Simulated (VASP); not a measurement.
# Mo (P6_3/mmc) in VASP: a series of runs

Mo is run at these levels: PBEsol; tasks: relaxation of cell and atoms.

Program: VASP 6.6.1. These are calculated values, not measurements. Logs are shortened: lines on timing, memory, paths and dates and some standing lists are left out, and cuts for length are marked.

**1. The cell of the first run**

The structure is hexagonal, space group P6_3/mmc (No. 194). The conventional cell has a = 3.074 Å, b = 3.074 Å, c = 8.373 Å, α = 90.00°, β = 90.00°, γ = 120.00°. Within 2.4 Å of Mo (site symmetry -6m2) lie 3 Mo at 1.77 Å. Mo (site symmetry -6m2) has 3 Mo at 1.77 Å within 2.4 Å.

This isn't the form of Mo at room conditions, which is bcc.

**2. Relaxation of cell and atoms, PBEsol**

INCAR

```
PREC = Accurate
ENCUT = 600
EDIFF = 1E-6
ISMEAR = 0
SIGMA = 0.1
LREAL = F
LASPH = T
NELM = 80
ALGO = Normal
ISIF = 3
LWAVE = F
LCHARG = F
GGA = PS
IBRION = 2
NSW = 90
EDIFFG = -0.04
```

KPOINTS

```
Automatic mesh
0
Gamma
  6 6 2
```

POSCAR

```
Mo
1.0
    3.0741308070      0.0000000000      0.0000000000
   -1.5370654035      2.6622753734      0.0000000000
    0.0000000000      0.0000000000      8.3726326858
Mo
4
Direct
    0.0000000000      0.0000000000      0.2500000000
    0.0000000000      0.0000000000      0.7500000000
    0.3333333333      0.6666666667      0.7500000000
    0.6666666667      0.3333333333      0.2500000000
```

Potentials or basis: VASP PAW PBE potentials, release 64 (Mo_sv).

Started as:

```
$ cat potpaw_PBE.64/Mo_sv/POTCAR > POTCAR
$ mpirun -np 1 vasp_std > vasp.out
```

OUTCAR:

```text
PREC = Accurate
   ENCUT = 600
   EDIFF = 1E-6
   ISMEAR = 0
   LREAL = F
   LASPH = T
   NELM = 80
   ISIF = 3
   GGA = PS
   IBRION = 2
   NSW = 90
   EDIFFG = -0.04

 ion  position               nearest neighbor table
   1  0.000  0.000  0.250-   4 1.77   4 1.77   4 1.77
   2  0.000  0.000  0.750-   3 1.77   3 1.77   3 1.77
   3  0.333  0.667  0.750-   2 1.77   2 1.77   2 1.77
   4  0.667  0.333  0.250-   1 1.77   1 1.77   1 1.77

  LATTYP: Found a hexagonal cell.
 ALAT       =     3.0741308070
 C/A-ratio  =     2.7235772358

  Lattice vectors:

 A1 = (   3.0741308070,   0.0000000000,   0.0000000000)
 A2 = (  -1.5370654035,   2.6622753734,   0.0000000000)
 A3 = (   0.0000000000,   0.0000000000,   8.3726326858)

Analysis of symmetry for initial positions (statically):
=====================================================================
 Subroutine PRICEL returns:
 Original cell was already a primitive cell.

 Routine SETGRP: Setting up the symmetry group for a
 hexagonal supercell.

 Subroutine GETGRP returns: Found 24 space group operations
 (whereof 12 operations were pure point group operations)
 out of a pool of 24 trial point group operations.

The static configuration has the point symmetry D_3d.
 The point group associated with its full space group is D_6h.

Analysis of symmetry for dynamics (positions and initial velocities):
=====================================================================
 Subroutine PRICEL returns:
 Original cell was already a primitive cell.

 Routine SETGRP: Setting up the symmetry group for a
 hexagonal supercell.

 Subroutine GETGRP returns: Found 24 space group operations
 (whereof 12 operations were pure point group operations)
 out of a pool of 24 trial point group operations.

The dynamic configuration has the point symmetry D_3d.
 The point group associated with its full space group is D_6h.

 Subroutine INISYM returns: Found 24 space group operations
 (whereof 12 operations are pure point group operations),
 and found     1 'primitive' translations

----------------------------------------------------------------------------------------

                                     Primitive cell

  volume of cell :      68.5232

  direct lattice vectors                    reciprocal lattice vectors
     3.074130807  0.000000000  0.000000000     0.325295201  0.187809272  0.000000000
    -1.537065403  2.662275373  0.000000000     0.000000000  0.375618544  0.000000000
     0.000000000  0.000000000  8.372632686     0.000000000  0.000000000  0.119436746

  length of vectors
     3.074130807  3.074130807  8.372632686     0.375618544  0.375618544  0.119436746

  position of ions in fractional coordinates (direct lattice)
     0.000000000  0.000000000  0.250000000
     0.000000000  0.000000000  0.750000000
     0.333333333  0.666666667  0.750000000
     0.666666667  0.333333333  0.250000000

  ion indices of the primitive-cell ions
   primitive index   ion index
                 1           1
                 2           2
                 3           3
                 4           4

----------------------------------------------------------------------------------------

 KPOINTS: Automatic mesh

Automatic generation of k-mesh.
 Grid dimensions read from file:
 generate k-points for:    6    6    2

 Generating k-lattice:

  Cartesian coordinates                     Fractional coordinates (reciprocal lattice)
     0.054215867  0.031301545  0.000000000     0.166666667  0.000000000  0.000000000
     0.000000000  0.062603091  0.000000000     0.000000000  0.166666667  0.000000000
     0.000000000  0.000000000  0.059718373     0.000000000  0.000000000  0.500000000

  Length of vectors
     0.062603091  0.062603091  0.059718373

  Shift w.r.t. Gamma in fractional coordinates (k-lattice)
     0.000000000  0.000000000  0.000000000

 Subroutine IBZKPT returns following result:
 ===========================================

 Found     14 irreducible k-points:

 Following reciprocal coordinates:
            Coordinates               Weight
  0.000000  0.000000  0.000000      1.000000
  0.166667 -0.000000  0.000000      6.000000
  0.333333 -0.000000  0.000000      6.000000
  0.500000 -0.000000  0.000000      3.000000
  0.166667  0.166667  0.000000      6.000000
  0.333333  0.166667  0.000000     12.000000
  0.333333  0.333333  0.000000      2.000000
  0.000000  0.000000  0.500000      1.000000
  0.166667 -0.000000  0.500000      6.000000
  0.333333 -0.000000  0.500000      6.000000
  0.500000 -0.000000  0.500000      3.000000
  0.166667  0.166667  0.500000      6.000000
  0.333333  0.166667  0.500000     12.000000
  0.333333  0.333333  0.500000      2.000000
   k-points           NKPTS =     14   k-points in BZ     NKDIM =     14   number of bands    NBANDS=     33
   number of dos      NEDOS =    301   number of ions     NIONS =      4
   total plane-waves  NPLWV =  54880
   dimension x,y,z NGX =    28 NGY =   28 NGZ =   70
   dimension x,y,z NGXF=    56 NGYF=   56 NGZF=  140
   ions per type =               4
   NGX,Y,Z   is equivalent  to a cutoff of  15.14, 15.14, 13.90 a.u.
   NGXF,Y,Z  is equivalent  to a cutoff of  30.28, 30.28, 27.80 a.u.
 SYSTEM =  unknown system
   PREC   = accura    normal or accurate (medium, high low for compatibility)
   ISTART =      0    job   : 0-new  1-cont  2-samecut
   ICHARG =      2    charge: 1-file 2-atom 10-const
   ISPIN  =      1    spin polarized calculation?
   LNONCOLLINEAR =      F non collinear calculations
   LSORBIT =      F    spin-orbit coupling
   LASPH  =      T    aspherical Exc in radial PAW
   ENCUT  =  600.0 eV  44.10 Ry    6.64 a.u.   6.14  6.14 16.72*2*pi/ulx,y,z
   NELM   =     80;   NELMIN=  2; NELMDL= -5     # of ELM steps
   EDIFF  = 0.1E-05   stopping-criterion for ELM
   LREAL  =      F    real-space projection
   EDIFFG = -.4E-01   stopping-criterion for IOM
   NSW    =     90    number of steps for IOM
   IBRION =      2    ionic relax: 0-MD 1-quasi-New 2-CG
   NFREE  =      1    steps in history (QN), initial steepest desc. (CG)
   ISIF   =      3    stress and relaxation
   ISYM   =      2    0-nonsym 1-usesym 2-fastsym
   POTIM  = 0.5000    time-step for ionic-motion
   TEBEG  =    0.0;   TEEND  =   0.0 temperature during run
   PSTRESS=    0.0 pullay stress
   NELECT =      56.0000    total number of electrons
   NUPDOWN=      -1.0000    fix difference up-down
   EMIN   =  10.00;   EMAX   =-10.00  energy-range for DOS
   EFERMI =   0.00;   METHOD = LEGACY
   ISMEAR =     0;   SIGMA  =   0.10  broadening in eV -4-tet -1-fermi 0-gaus
   EFERMI_NEDOS =   21; number of points for ismear=-14 and -15
   IALGO  =     38    algorithm
   IMIX   =      4    mixing-type and parameters
     AMIX     =   0.40;   BMIX     =  1.00
     AMIX_MAG =   1.60;   BMIX_MAG =  1.00
  volume/ion in A,a.u.               =      17.13       115.60
  Fermi-wavevector in a.u.,A,eV,Ry     =   1.530588  2.892392 31.874376  2.342701
  Thomas-Fermi vector in A             =   2.638050
   LORBIT       =      0    0 simple, 1 ext, 2 COOP (PROOUT), +10 PAW based schemes
   GGA     = PS    functional components
   LHFCALC =     F    Hartree Fock is set to
   AEXX    =    0.0000 exact exchange contribution
   IVDW    =     0    specifies the selected vdW correction
   LEPSILON=     F    determine dielectric tensor
   LRPA    =     F    only Hartree local field effects (RPA)
 conjugate gradient relaxation of ions
 non-spin polarized calculation
 Gauss-broadening in eV      SIGMA  =   0.10
  energy-cutoff  :      600.00
  volume of cell :       68.52
 maximum number of plane-waves:      2308
 NGX is ok and might be reduce to    28
   NGX = 13   NGY = 13   NGZ = 33

--------------------------------------- Ionic step        1  -------------------------------------------

 number of electron      56.0000003 magnetization

 Free energy of the ion-electron system (eV)
  ---------------------------------------------------
  ext. energy  EPLUGINS =         0.00000000
  ---------------------------------------------------
  free energy    TOTEN  =        -2.23216258 eV

  energy without entropy =       -2.19986071  energy(sigma->0) =       -2.21601164

------------------------ aborting loop because EDIFF is reached ----------------------------------------

  FORCE on cell =-STRESS in cart. coord.  units (eV):
  Direction    XX          YY          ZZ          XY          YZ          ZX
  --------------------------------------------------------------------------------------
  -------------------------------------------------------------------------------------
  Total      168.6136806    168.6136806     -5.1586452      0.0000000      0.0000000      0.0000000
  in kB     3942.4485482   3942.4485481   -120.6171001      0.0000000      0.0000000      0.0000000
  external PRESSURE =    2588.0933320 kB  Pullay stress =       0.0000000 kB
[... 1631 lines left out ...]
     32      11.1488      0.00000
     33      13.1523      0.00000

[... ionic steps 4 to 16 ...]

--------------------------------------- Ionic step       17  -------------------------------------------

 number of electron      55.9999995 magnetization

------------------------ aborting loop because EDIFF is reached ----------------------------------------

  FORCE on cell =-STRESS in cart. coord.  units (eV):
  Direction    XX          YY          ZZ          XY          YZ          ZX
  --------------------------------------------------------------------------------------
  -------------------------------------------------------------------------------------
  Total        0.0142841      0.0142841     -0.8655920      0.0000000      0.0000000     -0.0000000
  in kB        0.3034663      0.3034663    -18.3895044      0.0000000      0.0000000     -0.0000000
  external PRESSURE =      -5.9275239 kB  Pullay stress =       0.0000000 kB
[... 61 lines left out ...]
  energy  without entropy=      -41.4744944353  energy(sigma->0) =      -41.48451000

--------------------------------------- Ionic step       19  -------------------------------------------

 number of electron      55.9999995 magnetization

 Free energy of the ion-electron system (eV)
  ---------------------------------------------------
  ext. energy  EPLUGINS =         0.00000000
  ---------------------------------------------------
  free energy    TOTEN  =       -41.49591920 eV

  energy without entropy =      -41.47595130  energy(sigma->0) =      -41.48593525

 E-fermi :   9.4716     XC(G=0): -12.2560

 val. band max:        9.4693825658   @ k =   0.1667  -0.0000   0.0000
 cond. band min:       9.4718504366   @ k =   0.3333  -0.0000   0.0000
 fundamental gap:      0.0024678707
 Fermi energy:         9.4715885415

 k-point     1 :       0.0000    0.0000    0.0000
  band No.  band energies     occupation
      1     -51.4885      2.00000
      2     -51.3599      2.00000
      3     -50.8588      2.00000
      4     -50.6320      2.00000
      5     -26.4811      2.00000
      6     -26.1601      2.00000
[... 524 lines left out ...]
  FREE ENERGIE OF THE ION-ELECTRON SYSTEM (eV)
  ---------------------------------------------------
  free  energy   TOTEN  =       -41.4959191961 eV

  energy  without entropy=      -41.4759512956  energy(sigma->0) =      -41.48593525

 reached required accuracy - stopping structural energy minimisation
```

Run time: 20 min. Hardware: 1 thread of Intel Xeon 8259CL, shared host; peak memory 0.25 GiB.

Results:

* Free energy: -41.4959 eV
* Relaxed volume: 18.76 Å³/atom
* Relaxed cell: a = 4.189 Å, b = 4.189 Å, c = 4.938 Å, α = 90.00°, β = 90.00°, γ = 120.00°
* Space group after relaxing (to 0.1 Å): P6_3/mmc (No. 194)
* Pressure after relaxing: 0.1 GPa
* Band gap on the k mesh: zero (filled and empty bands overlap)

Stress tensor (GPa, compression positive):
```
 0.32  0.00  0.00
 0.00  0.32  0.00
 0.00  0.00 -0.28
```

Final structure:
```cif
data_structure
_symmetry_space_group_name_H-M 'P 1'
_symmetry_Int_Tables_number 1
_cell_length_a 4.1893
_cell_length_b 4.1893
_cell_length_c 4.9381
_cell_angle_alpha 90.000
_cell_angle_beta 90.000
_cell_angle_gamma 120.000
_cell_volume 75.06
loop_
_atom_site_label
_atom_site_type_symbol
_atom_site_fract_x
_atom_site_fract_y
_atom_site_fract_z
_atom_site_occupancy
Mo1 Mo 0.00000 0.00000 0.25000 1
Mo2 Mo 0.00000 0.00000 0.75000 1
Mo3 Mo 0.33333 0.66667 0.75000 1
Mo4 Mo 0.66667 0.33333 0.25000 1
```

Levels at points of the mesh, in eV from the Fermi level:
```csv
k point,band 26,band 27,band 28,band 29,band 30,band 31
"(0.00, 0.00, 0.00)",-0.74,-0.74,0.00,0.00,0.49,0.49
"(0.50, 0.00, 0.00)",-1.37,-0.85,-0.76,0.43,1.44,1.75
"(0.00, 0.00, 0.50)",-0.48,-0.48,-0.48,0.30,0.30,0.30
"(0.50, 0.00, 0.50)",-1.51,-1.07,-1.07,0.42,0.42,2.33
```

Caveat: the k points lie up to 0.64 Å⁻¹ apart in the final cell; a cell axis changed by over 15 % at a fixed basis, so the end point is rough; the PAW data sets were made with another functional, which shifts forces and pressure a little.

**3. Relaxation of cell and atoms, PBEsol**

This run uses another cell than the first one, of 15.96 Å³/atom.

INCAR

```
SYSTEM = Mo
ALGO = Fast
EDIFF = 1E-7
EDIFFG = -0.04
ENCUT = 600
GGA = PS
IBRION = 2
ISIF = 3
ISMEAR = 0
LASPH = .True.
LCHARG = .False.
LREAL = .False.
LWAVE = .False.
NELM = 60
NSW = 90
PREC = Accurate
SIGMA = 0.1
```

KPOINTS

```
k-points
0
Gamma
  9 9 2
  0 0 0
```

POSCAR

```
Mo
1.0
    2.8460933703      0.0000000000      0.0000000000
   -1.4230466851      2.4647891602      0.0000000000
    0.0000000000      0.0000000000      9.1006514900
Mo
4
Direct
    0.3333333333      0.6666666667      0.3823097641
    0.6666666667      0.3333333333      0.8823097641
    0.6666666667      0.3333333333      0.6176902359
    0.3333333333      0.6666666667      0.1176902359
```

Potentials or basis: VASP PAW PBE potentials, release 64 (Mo_sv).

Started as:

```
$ cat potpaw_PBE.64/Mo_sv/POTCAR > POTCAR
$ mpirun -np 1 vasp_std > vasp.out
```

Run time: 21 min. Hardware: 1 thread of Intel Xeon 8259CL, shared host; peak memory 0.23 GiB.

The run converged. Its results:

* Free energy: -44.1280 eV
* Relaxed volume: 15.97 Å³/atom
* Relaxed cell: a = 2.739 Å, b = 2.739 Å, c = 9.828 Å, α = 90.00°, β = 90.00°, γ = 120.00°
* Space group after relaxing (to 0.1 Å): P6_3/mmc (No. 194)
* Energy gained by relaxing: 28.1 meV/atom
* Ionic steps: 12
* Pressure after relaxing: 0.0 GPa
* Largest force after relaxing: 0.020 eV/Å
* Band gap on the k mesh: zero (bands 28 and 29 overlap by 1.54 eV)

Forces on the atoms (eV/Å):
```
Mo   0.000  0.000  0.020
Mo   0.000  0.000  0.020
Mo   0.000  0.000 -0.020
Mo   0.000  0.000 -0.020
```

The path:
```csv
step,energy change (eV),largest force (eV/Å),pressure (GPa),volume (Å³)
1,0.0000,0.0125,1.58,63.84
2,-0.0070,0.2046,-4.24,65.30
3,-0.0115,0.1308,-2.06,64.74
4,-0.0272,0.2388,-2.38,64.68
5,-0.0606,0.3404,-2.29,64.43
6,-0.0881,0.0501,2.30,63.71
7,-0.1045,0.2110,-0.17,64.04
8,-0.1098,0.1145,0.21,63.90
9,-0.1112,0.0115,0.57,63.78
10,-0.1109,0.0701,-1.18,64.21
11,-0.1120,0.0250,-0.26,63.98
12,-0.1126,0.0199,0.04,63.87
```

Final structure:
```
CELL_PARAMETERS angstrom
2.73933 0.00000 0.00000
-1.36966 2.37233 0.00000
0.00000 0.00000 9.82833
ATOMIC_POSITIONS crystal
Mo 0.33333 0.66667 0.37902
Mo 0.66667 0.33333 0.87902
Mo 0.66667 0.33333 0.62098
Mo 0.33333 0.66667 0.12098
```

Levels at points of the mesh, in eV from the Fermi level:
| k point | band 24 | band 25 | band 26 | band 27 | band 28 | band 29 | band 30 | band 31 | band 32 | band 33 |
| --- | --- | --- | --- | --- | --- | --- | --- | --- | --- | --- |
| (0.00, 0.00, 0.00) | -0.86 | -0.74 | -0.65 | -0.65 | -0.44 | -0.44 | -0.17 | -0.17 | 1.20 | 1.20 |
| (0.00, 0.00, 0.50) | -0.76 | -0.76 | -0.76 | -0.32 | -0.32 | -0.32 | -0.32 | -0.27 | -0.27 | 1.54 |

Caveat: the PAW data sets were made with another functional, which shifts forces and pressure a little.
